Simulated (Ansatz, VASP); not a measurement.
Two plane-wave programs on KI

```
K I
1.0
     0.00000    3.54244    3.54244
     3.54244    0.00000    3.54244
     3.54244    3.54244    0.00000
K I
1 1
Direct
  0.00000 0.00000 0.00000
  0.50000 0.50000 0.50000
```

Alike in both runs: task electric field gradients; functional PBE; k mesh 7 × 7 × 7; occupations fermi-dirac, width 0.02 eV; no spin polarisation.

|  | VASP | Ansatz |
| --- | --- | --- |
| version | VASP 6.6.1 | Ansatz 0.2.0 |
| potentials or method | VASP PAW PBE potentials, release 64 (K_sv, I) | plane-wave PAW, scalar-relativistic |
| plane-wave cutoff (eV) | 400 | 420 |
| valence electrons in the cell | 16 | 26 |

```csv
,VASP,Ansatz,Ansatz less VASP
gap on the k mesh at the Fermi level (eV),3.94,3.95,+0.004
pressure (GPa),0.5,0.5,-0.03
```

The functional is the same, so the differences come from potentials, cutoffs and numerics. VASP's potentials hold 16 valence electrons a cell and Ansatz's 26, so a difference there can come from the potentials and not from the codes.

Spin-orbit coupling is off throughout.
